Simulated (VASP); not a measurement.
Input of a VASP 6.6.1 run:

INCAR

```
SYSTEM = Au
ALGO     = Normal         ! electronic algorithm
EDIFF    = 1E-6           ! SCF threshold, eV
ENCUT    = 520            ! plane-wave cutoff, eV
GGA      = PS             ! functional
ISIF     = 2              ! what is computed and relaxed
ISMEAR   = -1             ! smearing method
LASPH    = .True.         ! aspherical terms in the spheres
LCHARG   = .False.        ! write CHGCAR
LREAL    = .False.        ! projectors in reciprocal space
LWAVE    = .False.        ! write WAVECAR
NBANDS   = 12             ! bands
NELM     = 80             ! most SCF steps
PREC     = Accurate       ! precision mode
SIGMA    = 0.08           ! smearing width, eV
```

File KPOINTS:

```
k-points
0
Gamma
  14 14 14
  0 0 0
```

File POSCAR:

```
Au
1.0
    2.3920511515      0.0000000000      0.0000000000
    0.0000000000      2.3920511515      0.0000000000
    0.0000000000      0.0000000000      2.3920511515
Au
1
Direct
    0.0000000000      0.0000000000      0.0000000000
```

Potentials or basis: VASP PAW PBE potentials, release 64 (Au).

Command:

```sh
$ cat potpaw_PBE.64/Au/POTCAR > POTCAR
$ mpirun -np 1 vasp_std > vasp.out
```

Predict the pressure.

126.1 GPa.

Caveat: the PAW data sets were made with another functional, which shifts forces and pressure a little.
